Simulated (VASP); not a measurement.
# BeTe (F-43m) in VASP: density of states with PBE

Aim: the density of states of BeTe with PBE.

Program: VASP 6.6.1. These are calculated values, not measurements. Logs are shortened: lines on timing, memory, paths and dates and some standing lists are left out, and cuts for length are marked.

**1. The cell of the first run**

The structure is cubic, space group F-43m (No. 216). Conventional cell: a = 5.554 Å, b = 5.554 Å, c = 5.554 Å, α = 90.00°, β = 90.00°, γ = 90.00°. Be (site symmetry -43m) has 4 Te at 2.40 Å within 3.2 Å. Te (site symmetry -43m) has 4 Be at 2.40 Å within 3.2 Å.

**2. Density of states, PBE**

POSCAR reads:

```
BeTe
1.0
    0.0000000000      2.7767970000      2.7767970000
    2.7767970000      0.0000000000      2.7767970000
    2.7767970000      2.7767970000      0.0000000000
Be Te
1 1
Direct
    0.0000000000      0.0000000000      0.0000000000
    0.2500000000      0.2500000000      0.2500000000
```

INCAR.step1 reads:

```
PREC = Accurate ; ENCUT = 520
EDIFF = 1E-7 ; ISMEAR = -1
SIGMA = 0.1 ; LREAL = False
LASPH = True ; NELM = 100
ALGO = Normal ; ISIF = 2
LWAVE = False ; LCHARG = True
GGA = PE ; NBANDS = 11
```

KPOINTS.step1 reads:

```
regular mesh
0
Gamma
  8 8 8
```

INCAR.step2 reads:

```
PREC = Accurate ; ENCUT = 520
EDIFF = 1E-7 ; ISMEAR = -5
SIGMA = 0.1 ; LREAL = False
LASPH = True ; NELM = 100
ALGO = Normal ; ISIF = 2
LWAVE = False ; LCHARG = False
GGA = PE ; LORBIT = 11
NEDOS = 2001 ; ICHARG = 11
```

KPOINTS.step2 reads:

```
regular mesh
0
Gamma
  12 12 12
```

Potentials or basis: VASP PAW PBE potentials, release 64 (Be, Te).

Launch:

```
> cat potpaw_PBE.64/Be/POTCAR potpaw_PBE.64/Te/POTCAR > POTCAR
> cp INCAR.step1 INCAR
> cp KPOINTS.step1 KPOINTS
> mpirun -np 1 vasp_std > vasp.out
> cp INCAR.step2 INCAR
> cp KPOINTS.step2 KPOINTS
> mpirun -np 1 vasp_std > vasp.out
```

OUTCAR:

```text
PREC = Accurate
   ENCUT = 520
   EDIFF = 1E-7
   ISMEAR = -5
   LREAL = False
   LASPH = True
   NELM = 100
   ISIF = 2
   GGA = PE
   LORBIT = 11
   ICHARG = 11

 ion  position               nearest neighbor table
   1  0.000  0.000  0.000-   2 2.40   2 2.40   2 2.40   2 2.40
   2  0.250  0.250  0.250-   1 2.40   1 2.40   1 2.40   1 2.40

  LATTYP: Found a face centered cubic cell.
 ALAT       =     5.5535940000

  Lattice vectors:

 A1 = (   0.0000000000,   2.7767970000,   2.7767970000)
 A2 = (   2.7767970000,   0.0000000000,   2.7767970000)
 A3 = (   2.7767970000,   2.7767970000,   0.0000000000)

Analysis of symmetry for initial positions (statically):
=====================================================================
 Subroutine PRICEL returns:
 Original cell was already a primitive cell.

 Routine SETGRP: Setting up the symmetry group for a
 face centered cubic supercell.

 Subroutine GETGRP returns: Found 24 space group operations
 (whereof 24 operations were pure point group operations)
 out of a pool of 48 trial point group operations.

The static configuration has the point symmetry T_d .

Analysis of symmetry for dynamics (positions and initial velocities):
=====================================================================
 Subroutine PRICEL returns:
 Original cell was already a primitive cell.

 Routine SETGRP: Setting up the symmetry group for a
 face centered cubic supercell.

 Subroutine GETGRP returns: Found 24 space group operations
 (whereof 24 operations were pure point group operations)
 out of a pool of 48 trial point group operations.

The dynamic configuration has the point symmetry T_d .

 Subroutine INISYM returns: Found 24 space group operations
 (whereof 24 operations are pure point group operations),
 and found     1 'primitive' translations

----------------------------------------------------------------------------------------

                                     Primitive cell

  volume of cell :      42.8216

  direct lattice vectors                    reciprocal lattice vectors
     0.000000000  2.776797000  2.776797000    -0.180063577  0.180063577  0.180063577
     2.776797000  0.000000000  2.776797000     0.180063577 -0.180063577  0.180063577
     2.776797000  2.776797000  0.000000000     0.180063577  0.180063577 -0.180063577

  length of vectors
     3.926983977  3.926983977  3.926983977     0.311879264  0.311879264  0.311879264

  position of ions in fractional coordinates (direct lattice)
     0.000000000  0.000000000  0.000000000
     0.250000000  0.250000000  0.250000000

  ion indices of the primitive-cell ions
   primitive index   ion index
                 1           1
                 2           2

----------------------------------------------------------------------------------------

 KPOINTS: regular mesh

Automatic generation of k-mesh.
 Grid dimensions read from file:
 generate k-points for:   12   12   12

 Generating k-lattice:

  Cartesian coordinates                     Fractional coordinates (reciprocal lattice)
    -0.015005298  0.015005298  0.015005298     0.083333333  0.000000000  0.000000000
     0.015005298 -0.015005298  0.015005298     0.000000000  0.083333333  0.000000000
     0.015005298  0.015005298 -0.015005298     0.000000000  0.000000000  0.083333333

  Length of vectors
     0.025989939  0.025989939  0.025989939

  Shift w.r.t. Gamma in fractional coordinates (k-lattice)
     0.000000000  0.000000000  0.000000000

 TETIRR: Found    247 inequivalent tetrahedra from    10368

 Subroutine IBZKPT returns following result:
 ===========================================

 Found     72 irreducible k-points:

 Following reciprocal coordinates:
            Coordinates               Weight
  0.000000  0.000000  0.000000      1.000000
  0.083333  0.000000  0.000000      8.000000
  0.166667  0.000000  0.000000      8.000000
  0.250000  0.000000  0.000000      8.000000
  0.333333  0.000000  0.000000      8.000000
  0.416667  0.000000  0.000000      8.000000
[... 16 lines left out ...]
  0.500000  0.166667  0.000000     24.000000
 -0.416667  0.166667  0.000000     24.000000
 [... further k-points ...]
   k-points           NKPTS =     72   k-points in BZ     NKDIM =     72   number of bands    NBANDS=      8
   number of dos      NEDOS =   2001   number of ions     NIONS =      2
   total plane-waves  NPLWV =  27000
   dimension x,y,z NGX =    30 NGY =   30 NGZ =   30
   dimension x,y,z NGXF=    60 NGYF=   60 NGZF=   60
   ions per type =               1   1
   NGX,Y,Z   is equivalent  to a cutoff of  12.70, 12.70, 12.70 a.u.
   NGXF,Y,Z  is equivalent  to a cutoff of  25.40, 25.40, 25.40 a.u.
 SYSTEM =  unknown system
   PREC   = accura    normal or accurate (medium, high low for compatibility)
   ISTART =      0    job   : 0-new  1-cont  2-samecut
   ICHARG =     11    charge: 1-file 2-atom 10-const
   ISPIN  =      1    spin polarized calculation?
   LNONCOLLINEAR =      F non collinear calculations
   LSORBIT =      F    spin-orbit coupling
   LASPH  =      T    aspherical Exc in radial PAW
   ENCUT  =  520.0 eV  38.22 Ry    6.18 a.u.   7.30  7.30  7.30*2*pi/ulx,y,z
   NELM   =    100;   NELMIN=  2; NELMDL=  0     # of ELM steps
   EDIFF  = 0.1E-06   stopping-criterion for ELM
   LREAL  =      F    real-space projection
   EDIFFG = 0.1E-05   stopping-criterion for IOM
   NSW    =      0    number of steps for IOM
   IBRION =     -1    ionic relax: 0-MD 1-quasi-New 2-CG
   NFREE  =      0    steps in history (QN), initial steepest desc. (CG)
   ISIF   =      2    stress and relaxation
   ISYM   =      2    0-nonsym 1-usesym 2-fastsym
   POTIM  = 0.5000    time-step for ionic-motion
   TEBEG  =    0.0;   TEEND  =   0.0 temperature during run
   PSTRESS=    0.0 pullay stress
   NELECT =       8.0000    total number of electrons
   NUPDOWN=      -1.0000    fix difference up-down
   EMIN   =  10.00;   EMAX   =-10.00  energy-range for DOS
   EFERMI =   0.00;   METHOD = LEGACY
   ISMEAR =    -5;   SIGMA  =   0.10  broadening in eV -4-tet -1-fermi 0-gaus
   EFERMI_NEDOS =   21; number of points for ismear=-14 and -15
   IALGO  =     38    algorithm
   IMIX   =      4    mixing-type and parameters
     AMIX     =   0.40;   BMIX     =  1.00
     AMIX_MAG =   1.60;   BMIX_MAG =  1.00
  volume/ion in A,a.u.               =      21.41       144.49
  Fermi-wavevector in a.u.,A,eV,Ry     =   0.935874  1.768545 11.916800  0.875860
  Thomas-Fermi vector in A             =   2.062826
   LORBIT       =     11    0 simple, 1 ext, 2 COOP (PROOUT), +10 PAW based schemes
   GGA     = PE    functional components
   LHFCALC =     F    Hartree Fock is set to
   AEXX    =    0.0000 exact exchange contribution
   IVDW    =     0    specifies the selected vdW correction
   LEPSILON=     F    determine dielectric tensor
   LRPA    =     F    only Hartree local field effects (RPA)
 non-spin polarized calculation
 Fermi weights with tetrahedron method with Bloechl corrections
  energy-cutoff  :      520.00
  volume of cell :       42.82
 maximum number of plane-waves:      1179
 NGX is ok and might be reduce to    30

 number of electron       7.9999999 magnetization

 Free energy of the ion-electron system (eV)
  ---------------------------------------------------
  ext. energy  EPLUGINS =         0.00000000
  ---------------------------------------------------
  free energy    TOTEN  =        -7.59319462 eV

  energy without entropy =       -7.59319462  energy(sigma->0) =       -7.59319462

 E-fermi :   5.5882     XC(G=0):  -9.2269

 val. band max:        5.5784495812   @ k =   0.0000   0.0000   0.0000
 cond. band min:       7.4448095807   @ k =   0.5000   0.5000   0.0000
 fundamental gap:      1.8663599995
 Fermi energy:         5.5881906679

 k-point     1 :       0.0000    0.0000    0.0000
  band No.  band energies     occupation
      1      -7.0051      2.00000
      2       5.5784      2.00000
      3       5.5784      2.00000
      4       5.5784      2.00000
      5       9.1491      0.00000
      6       9.1491      0.00000
      7       9.1491      0.00000
      8       9.7131      0.00000

 k-point     2 :       0.0833    0.0000    0.0000
  band No.  band energies     occupation
      1      -6.9347      2.00000
      2       4.8655      2.00000
      3       5.4555      2.00000
      4       5.4555      2.00000
      5       9.2149      0.00000
      6       9.3268      0.00000
      7       9.3268      0.00000
      8      10.3136      0.00000

 k-point     3 :       0.1667    0.0000    0.0000
  band No.  band energies     occupation
      1      -6.7298      2.00000
      2       3.5000      2.00000
      3       5.1700      2.00000
      4       5.1700      2.00000
      5       9.1243      0.00000
      6       9.7233      0.00000
      7       9.7233      0.00000
      8      11.6160      0.00000
[... 210 lines left out ...]
 k-point    23 :       0.5000    0.1667    0.0000
  band No.  band energies     occupation
      1      -5.4465      2.00000
      2       0.1506      2.00000
      3       3.1641      2.00000
      4       3.8475      2.00000
      5       8.9787      0.00000
      6      10.8147      0.00000
      7      11.3205      0.00000
      8      12.8432      0.00000

 k-point    24 :      -0.4167    0.1667    0.0000
  band No.  band energies     occupation
      1      -5.4052      2.00000
      2       0.0672      2.00000
      3       2.9551      2.00000
      4       4.0216      2.00000
      5       9.1305      0.00000
      6      10.7821      0.00000
      7      11.0759      0.00000
      8      13.8427      0.00000

 [... further k-points ...]

------------------------ aborting loop because EDIFF is reached ----------------------------------------

  FORCE on cell =-STRESS in cart. coord.  units (eV):
  Direction    XX          YY          ZZ          XY          YZ          ZX
  --------------------------------------------------------------------------------------
  -------------------------------------------------------------------------------------
  Total        1.0428861      1.0428861      1.0428861      0.0000000      0.0000000      0.0000000
  in kB       39.0198025     39.0198025     39.0198025      0.0000000      0.0000000      0.0000000
  external PRESSURE =      39.0198025 kB  Pullay stress =       0.0000000 kB

 VOLUME and BASIS-vectors are now :
 -----------------------------------------------------------------------------
  energy-cutoff  :      520.00
  volume of cell :       42.82
      direct lattice vectors                 reciprocal lattice vectors
     0.000000000  2.776797000  2.776797000    -0.180063577  0.180063577  0.180063577
     2.776797000  0.000000000  2.776797000     0.180063577 -0.180063577  0.180063577
     2.776797000  2.776797000  0.000000000     0.180063577  0.180063577 -0.180063577

 POSITION                                       TOTAL-FORCE (eV/Angst)
 -----------------------------------------------------------------------------------
      0.00000      0.00000      0.00000         0.000000      0.000000      0.000000
      1.38840      1.38840      1.38840        -0.000000     -0.000000     -0.000000
 -----------------------------------------------------------------------------------
    total drift:                                0.000000      0.000000      0.000000

  FREE ENERGIE OF THE ION-ELECTRON SYSTEM (eV)
  ---------------------------------------------------
  free  energy   TOTEN  =        -7.5931946248 eV

  energy  without entropy=       -7.5931946248  energy(sigma->0) =       -7.59319462

 total charge

# of ion       s       p       d       tot
------------------------------------------
    1        0.384   0.607   0.000   0.990
    2        1.331   2.163   0.037   3.531
--------------------------------------------------
tot          1.715   2.770   0.037   4.521
```

It took 26 s on 1 thread of AMD EPYC 7R43 (Zen 3), shared host; peak memory 0.14 GiB.

What came out:

```yaml
Valence_electrons_inside_the_program's_atomic_spheres: Be 0.99; Te 3.53
```

Caveat: spin-orbit coupling is left out, which moves the levels of the heavy elements.
